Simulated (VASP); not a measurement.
# Zn (Pm-3m) in VASP: further runs

The runs below take Zn through relaxation of cell and atoms, single point, with PBE.

All numbers are computed with VASP 6.6.1; they aren't measurements. Logs are shortened: lines on timing, memory, paths and dates and some standing lists are left out, and cuts for length are marked.

### 1 The cell of the first run

The structure is cubic, space group Pm-3m (No. 221). The conventional cell has a = 2.539 Å, b = 2.539 Å, c = 2.539 Å, α = 90.00°, β = 90.00°, γ = 90.00°. Within 3.4 Å of Zn (site symmetry m-3m) lie 6 Zn at 2.54 Å.

### 2 Relaxation of cell and atoms, PBE

INCAR reads:

```
PREC = Accurate ; ENCUT = 600
EDIFF = 1E-6 ; ISMEAR = -1
SIGMA = 0.08 ; LREAL = False
LASPH = True ; NELM = 60
ALGO = Normal ; ISIF = 3
LWAVE = False ; LCHARG = False
GGA = PE ; IBRION = 2
NSW = 60 ; EDIFFG = -0.005
```

KPOINTS reads:

```
Automatic mesh
0
Gamma
  17 17 17
```

POSCAR reads:

```
Zn
1.0
    2.5389277720      0.0000000000      0.0000000000
    0.0000000000      2.5389277720      0.0000000000
    0.0000000000      0.0000000000      2.5389277720
Zn
1
Direct
    0.0000000000      0.0000000000      0.0000000000
```

Potentials or basis: VASP PAW PBE potentials, release 64 (Zn).

Launch:

```sh
$ cat potpaw_PBE.64/Zn/POTCAR > POTCAR
$ mpirun -np 1 vasp_std > vasp.out
```

OUTCAR:

```text
PREC = Accurate
   ENCUT = 600
   EDIFF = 1E-6
   ISMEAR = -1
   LREAL = False
   LASPH = True
   NELM = 60
   ISIF = 3
   GGA = PE
   IBRION = 2
   NSW = 60
   EDIFFG = -0.005

 ion  position               nearest neighbor table
   1  0.000  0.000  0.000-

  LATTYP: Found a simple cubic cell.
 ALAT       =     2.5389277720

  Lattice vectors:

 A1 = (   2.5389277720,   0.0000000000,   0.0000000000)
 A2 = (   0.0000000000,   2.5389277720,   0.0000000000)
 A3 = (   0.0000000000,   0.0000000000,   2.5389277720)

Analysis of symmetry for initial positions (statically):
=====================================================================
 Subroutine PRICEL returns:
 Original cell was already a primitive cell.

 Routine SETGRP: Setting up the symmetry group for a
 simple cubic supercell.

 Subroutine GETGRP returns: Found 48 space group operations
 (whereof 48 operations were pure point group operations)
 out of a pool of 48 trial point group operations.

The static configuration has the point symmetry O_h .

Analysis of symmetry for dynamics (positions and initial velocities):
=====================================================================
 Subroutine PRICEL returns:
 Original cell was already a primitive cell.

 Routine SETGRP: Setting up the symmetry group for a
 simple cubic supercell.

 Subroutine GETGRP returns: Found 48 space group operations
 (whereof 48 operations were pure point group operations)
 out of a pool of 48 trial point group operations.

The dynamic configuration has the point symmetry O_h .

 Subroutine INISYM returns: Found 48 space group operations
 (whereof 48 operations are pure point group operations),
 and found     1 'primitive' translations

----------------------------------------------------------------------------------------

                                     Primitive cell

  volume of cell :      16.3663

  direct lattice vectors                    reciprocal lattice vectors
     2.538927772  0.000000000  0.000000000     0.393867053  0.000000000  0.000000000
     0.000000000  2.538927772  0.000000000     0.000000000  0.393867053  0.000000000
     0.000000000  0.000000000  2.538927772     0.000000000  0.000000000  0.393867053

  length of vectors
     2.538927772  2.538927772  2.538927772     0.393867053  0.393867053  0.393867053

  position of ions in fractional coordinates (direct lattice)
     0.000000000  0.000000000  0.000000000

  ion indices of the primitive-cell ions
   primitive index   ion index
                 1           1

----------------------------------------------------------------------------------------

 KPOINTS: Automatic mesh

Automatic generation of k-mesh.
 Grid dimensions read from file:
 generate k-points for:   17   17   17

 Generating k-lattice:

  Cartesian coordinates                     Fractional coordinates (reciprocal lattice)
     0.023168650  0.000000000  0.000000000     0.058823529  0.000000000  0.000000000
     0.000000000  0.023168650  0.000000000     0.000000000  0.058823529  0.000000000
     0.000000000  0.000000000  0.023168650     0.000000000  0.000000000  0.058823529

  Length of vectors
     0.023168650  0.023168650  0.023168650

  Shift w.r.t. Gamma in fractional coordinates (k-lattice)
     0.000000000  0.000000000  0.000000000

 Subroutine IBZKPT returns following result:
 ===========================================

 Found    165 irreducible k-points:

 Following reciprocal coordinates:
            Coordinates               Weight
  0.000000  0.000000  0.000000      1.000000
  0.058824  0.000000  0.000000      6.000000
  0.117647  0.000000  0.000000      6.000000
  0.176471  0.000000  0.000000      6.000000
  0.235294  0.000000  0.000000      6.000000
  0.294118  0.000000  0.000000      6.000000
[... 16 lines left out ...]
  0.411765  0.117647  0.000000     24.000000
  0.470588  0.117647  0.000000     24.000000
 [... further k-points ...]
   k-points           NKPTS =    165   k-points in BZ     NKDIM =    165   number of bands    NBANDS=     10
   number of dos      NEDOS =    301   number of ions     NIONS =      1
   total plane-waves  NPLWV =   8000
   dimension x,y,z NGX =    20 NGY =   20 NGZ =   20
   dimension x,y,z NGXF=    40 NGYF=   40 NGZF=   40
   ions per type =               1
   NGX,Y,Z   is equivalent  to a cutoff of  13.10, 13.10, 13.10 a.u.
   NGXF,Y,Z  is equivalent  to a cutoff of  26.19, 26.19, 26.19 a.u.
 SYSTEM =  unknown system
   PREC   = accura    normal or accurate (medium, high low for compatibility)
   ISTART =      0    job   : 0-new  1-cont  2-samecut
   ICHARG =      2    charge: 1-file 2-atom 10-const
   ISPIN  =      1    spin polarized calculation?
   LNONCOLLINEAR =      F non collinear calculations
   LSORBIT =      F    spin-orbit coupling
   LASPH  =      T    aspherical Exc in radial PAW
   ENCUT  =  600.0 eV  44.10 Ry    6.64 a.u.   5.07  5.07  5.07*2*pi/ulx,y,z
   NELM   =     60;   NELMIN=  2; NELMDL= -5     # of ELM steps
   EDIFF  = 0.1E-05   stopping-criterion for ELM
   LREAL  =      F    real-space projection
   EDIFFG = -.5E-02   stopping-criterion for IOM
   NSW    =     60    number of steps for IOM
   IBRION =      2    ionic relax: 0-MD 1-quasi-New 2-CG
   NFREE  =      1    steps in history (QN), initial steepest desc. (CG)
   ISIF   =      3    stress and relaxation
   ISYM   =      2    0-nonsym 1-usesym 2-fastsym
   POTIM  = 0.5000    time-step for ionic-motion
   TEBEG  =    0.0;   TEEND  =   0.0 temperature during run
   PSTRESS=    0.0 pullay stress
   NELECT =      12.0000    total number of electrons
   NUPDOWN=      -1.0000    fix difference up-down
   EMIN   =  10.00;   EMAX   =-10.00  energy-range for DOS
   EFERMI =   0.00;   METHOD = LEGACY
   ISMEAR =    -1;   SIGMA  =   0.08  broadening in eV -4-tet -1-fermi 0-gaus
   EFERMI_NEDOS =   21; number of points for ismear=-14 and -15
   IALGO  =     38    algorithm
   IMIX   =      4    mixing-type and parameters
     AMIX     =   0.40;   BMIX     =  1.00
     AMIX_MAG =   1.60;   BMIX_MAG =  1.00
  volume/ion in A,a.u.               =      16.37       110.45
  Fermi-wavevector in a.u.,A,eV,Ry     =   1.476222  2.789654 29.650229  2.179230
  Thomas-Fermi vector in A             =   2.590775
   LORBIT       =      0    0 simple, 1 ext, 2 COOP (PROOUT), +10 PAW based schemes
   GGA     = PE    functional components
   LHFCALC =     F    Hartree Fock is set to
   AEXX    =    0.0000 exact exchange contribution
   IVDW    =     0    specifies the selected vdW correction
   LEPSILON=     F    determine dielectric tensor
   LRPA    =     F    only Hartree local field effects (RPA)
 conjugate gradient relaxation of ions
 non-spin polarized calculation
  energy-cutoff  :      600.00
  volume of cell :       16.37
 maximum number of plane-waves:       555
   NGX = 11   NGY = 11   NGZ = 11

--------------------------------------- Ionic step        1  -------------------------------------------

 number of electron      12.0000007 magnetization

 Free energy of the ion-electron system (eV)
  ---------------------------------------------------
  ext. energy  EPLUGINS =         0.00000000
  ---------------------------------------------------
  free energy    TOTEN  =        -0.84642674 eV

  energy without entropy =       -0.83879683  energy(sigma->0) =       -0.84261178

------------------------ aborting loop because EDIFF is reached ----------------------------------------

  FORCE on cell =-STRESS in cart. coord.  units (eV):
  Direction    XX          YY          ZZ          XY          YZ          ZX
  --------------------------------------------------------------------------------------
  -------------------------------------------------------------------------------------
  Total        0.6961269      0.6961269      0.6961269     -0.0000000     -0.0000000      0.0000000
  in kB       68.1471890     68.1471890     68.1471890     -0.0000000     -0.0000000      0.0000000
  external PRESSURE =      68.1471890 kB  Pullay stress =       0.0000000 kB
[... 55 lines left out ...]
  energy  without entropy=       -0.8735745142  energy(sigma->0) =       -0.87785468

--------------------------------------- Ionic step        3  -------------------------------------------

 number of electron      12.0000014 magnetization

 Free energy of the ion-electron system (eV)
  ---------------------------------------------------
  ext. energy  EPLUGINS =         0.00000000
  ---------------------------------------------------
  free energy    TOTEN  =        -0.88242006 eV

  energy without entropy =       -0.87375601  energy(sigma->0) =       -0.87808803

 E-fermi :   1.7075     XC(G=0): -10.5503

 val. band max:        1.6424466442   @ k =   0.4706   0.2941   0.2941
 cond. band min:       1.7099959917   @ k =   0.4118   0.4118   0.2353
 fundamental gap:      0.0675493476
 Fermi energy:         1.7075421788

 k-point     1 :       0.0000    0.0000    0.0000
  band No.  band energies     occupation
      1      -7.1805      2.00000
      2      -6.1241      2.00000
      3      -6.1241      2.00000
      4      -4.9870      2.00000
      5      -4.9870      2.00000
      6      -4.9870      2.00000
      7      13.9285      0.00000
      8      13.9285      0.00000
      9      13.9285      0.00000
     10      16.8363      0.00000
[... 287 lines left out ...]
 k-point    24 :       0.4706    0.1176    0.0000
  band No.  band energies     occupation
      1      -5.9647      2.00000
      2      -5.7656      2.00000
      3      -5.4422      2.00000
      4      -5.3072      2.00000
      5      -4.9990      2.00000
      6      -1.4638      2.00000
      7      -0.0566      2.00000
      8      15.0789      0.00000
      9      17.3222      0.00000
     10      18.6338      0.00000

 [... further k-points ...]
[... 5 lines left out ...]
  --------------------------------------------------------------------------------------
  -------------------------------------------------------------------------------------
  Total       -0.0030893     -0.0030893     -0.0030893     -0.0000000      0.0000000     -0.0000000
  in kB       -0.2709259     -0.2709259     -0.2709259     -0.0000000      0.0000000     -0.0000000
  external PRESSURE =      -0.2709259 kB  Pullay stress =       0.0000000 kB
[... 16 lines left out ...]
  FREE ENERGIE OF THE ION-ELECTRON SYSTEM (eV)
  ---------------------------------------------------
  free  energy   TOTEN  =        -0.8824200608 eV

  energy  without entropy=       -0.8737560067  energy(sigma->0) =       -0.87808803

 reached required accuracy - stopping structural energy minimisation
```

Wall time 23 s (1 thread of Intel Xeon 6975P-C, shared host); peak memory 0.15 GiB.

Results:

| Quantity | Value |
| --- | --- |
| Free energy | -0.8824 eV |
| Relaxed volume | 18.27 Å³/atom |
| Relaxed cell | a = 2.634 Å, b = 2.634 Å, c = 2.634 Å, α = 90.00°, β = 90.00°, γ = 90.00° |
| Space group after relaxing (to 0.05 Å) | Pm-3m (No. 221) |
| Energy gained by relaxing | 36.0 meV/atom |
| Ionic steps | 3 |
| Pressure after relaxing | 0.0 GPa |
| Band gap on the k mesh | zero (band 6 reaches 6.67 eV, above the bottom of band 7 at -0.36 eV) |

The path:
```
step  energy change (eV)  largest force (eV/Å)  pressure (GPa)  volume (Å³)
   1              0.0000                0.0000            6.81        16.37
   2             -0.0357                0.0000            0.49        18.07
   3             -0.0360                0.0000           -0.03        18.27
```

Final structure:
```
CELL_PARAMETERS angstrom
2.63375 0.00000 0.00000
0.00000 2.63375 0.00000
0.00000 0.00000 2.63375
ATOMIC_POSITIONS crystal
Zn 0.00000 0.00000 0.00000
```

### 3 Single point, PBE (volume scaled by 0.4)

INCAR reads:

```
SYSTEM = Zn
PREC = Accurate
ENCUT = 520
EDIFF = 1E-7
ISMEAR = -1
SIGMA = 0.08
LREAL = .False.
LASPH = .True.
NELM = 60
ALGO = Normal
ISIF = 2
LWAVE = .False.
LCHARG = .False.
GGA = PE
NBANDS = 12
```

KPOINTS reads:

```
regular mesh
0
Gamma
  17 17 17
  0 0 0
```

POSCAR reads:

```
Zn
1.0
    1.9374271523      0.0000000000      0.0000000000
    0.0000000000      1.9374271523      0.0000000000
    0.0000000000      0.0000000000      1.9374271523
Zn
1
Direct
    0.0000000000      0.0000000000      0.0000000000
```

Potentials or basis: VASP PAW PBE potentials, release 64 (Zn).

Launch:

```sh
$ cat potpaw_PBE.64/Zn/POTCAR > POTCAR
$ mpirun -np 1 vasp_std > vasp.out
```

Run time: 17 s. Hardware: 1 thread of AMD EPYC 7R13, shared host; peak memory 0.09 GiB.

It converged, with:

```yaml
Free_energy: 5.2391 eV
Pressure: 437.1 GPa
Band_gap_on_the_k_mesh: zero (band 6 reaches 21.04 eV, above the bottom of band 7 at 9.93 eV)
```

Levels at points of the mesh, in eV from the Fermi level:
```csv
k point,band 4,band 5,band 6,band 7,band 8,band 9
"(0.00, 0.00, 0.00)",-9.48,-9.48,-9.48,21.10,21.10,21.10
```

Caveat: the cell differs from its parent crystal (volume scaled by 0.4).

### 4 Single point, PBE (volume scaled by 0.4)

INCAR reads:

```
ALGO = Normal ; EDIFF = 1E-6
ENCUT = 520 ; GGA = PE
ISIF = 2 ; ISMEAR = -1
LASPH = T ; LCHARG = F
LREAL = F ; LWAVE = F
NBANDS = 12 ; NELM = 80
PREC = Accurate ; SIGMA = 0.08
```

KPOINTS reads:

```
k-points
0
Gamma
  17 17 17
```

POSCAR is that of step 3.

Launch:

```sh
$ cat potpaw_PBE.64/Zn/POTCAR > POTCAR
$ mpirun -np 1 vasp_std > vasp.out
```

It took 14 s on 1 thread of AMD EPYC 7R13, shared host; peak memory 0.09 GiB.

Results (log left out):

| Quantity | Value |
| --- | --- |
| Free energy | 5.2391 eV |
| Pressure | 437.1 GPa |
| Band gap on the k mesh | zero (band 6 reaches 21.04 eV, above the bottom of band 7 at 9.93 eV) |

Levels at points of the mesh, in eV from the Fermi level:
| k point | band 3 | band 4 | band 5 | band 6 | band 7 | band 8 | band 9 | band 10 |
| --- | --- | --- | --- | --- | --- | --- | --- | --- |
| (0.00, 0.00, 0.00) | -14.79 | -9.48 | -9.48 | -9.48 | 21.10 | 21.10 | 21.10 | 25.83 |

Caveat: the cell differs from its parent crystal (volume scaled by 0.4).

### 5 Single point, PBE (volume scaled by 0.5)

INCAR reads:

```
ALGO = Normal
EDIFF = 1E-6
ENCUT = 520
GGA = PE
ISIF = 2
ISMEAR = -1
LASPH = T
LCHARG = F
LREAL = F
LWAVE = F
NBANDS = 12
NELM = 100
PREC = Accurate
SIGMA = 0.08
```

KPOINTS is that of step 4.

POSCAR reads:

```
Zn
1.0
    2.0870301331      0.0000000000      0.0000000000
    0.0000000000      2.0870301331      0.0000000000
    0.0000000000      0.0000000000      2.0870301331
Zn
1
Direct
    0.0000000000      0.0000000000      0.0000000000
```

Launch:

```sh
$ cat potpaw_PBE.64/Zn/POTCAR > POTCAR
$ mpirun -np 1 vasp_std > vasp.out
```

Wall time 20 s (1 thread of AMD EPYC 7R13, shared host); peak memory 0.09 GiB.

The run converged, but its numbers aren't listed here, since they failed a check.

Caveat: the cell differs from its parent crystal (volume scaled by 0.5).
